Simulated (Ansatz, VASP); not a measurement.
## FeCo in VASP and in Ansatz

```
CELL_PARAMETERS angstrom
2.83299 0.00000 0.00000
0.00000 2.83299 0.00000
0.00000 0.00000 2.83299
ATOMIC_POSITIONS crystal
Fe 0.50000 0.50000 0.50000
Co 0.00000 0.00000 0.00000
```

Change from the starting cell: volume scaled by 0.975, PAW files.

Alike in both runs: task electric field gradients; functional PBE; k mesh 13 × 13 × 13; occupations fermi-dirac, width 0.05 eV; collinear spin.

```csv
,VASP,Ansatz
version,VASP 6.6.1,Ansatz 0.2.0
potentials or method,"VASP PAW PBE potentials, release 64 (Fe, Co)","PAW with Ansatz's default frozen-core files, scalar-relativistic"
plane-wave cutoff (eV),520,420
valence electrons in the cell,17,33
```

|  | VASP | Ansatz | Ansatz less VASP |
| --- | --- | --- | --- |
| pressure (GPa) | 1.9 | 2.5 | +0.63 |
| net moment per atom (μB) | 2.24 | 2.26 | +0.011 |
| size of the moment on the site where the two differ most (μB) | 1.75 | 1.83 | +0.074 |

Site moments also hang on the region over which each program counts them. The functional is the same, so the differences come from potentials, cutoffs and numerics. VASP's potentials hold 17 valence electrons a cell and Ansatz's 33, so a difference there can come from the potentials and not from the codes.
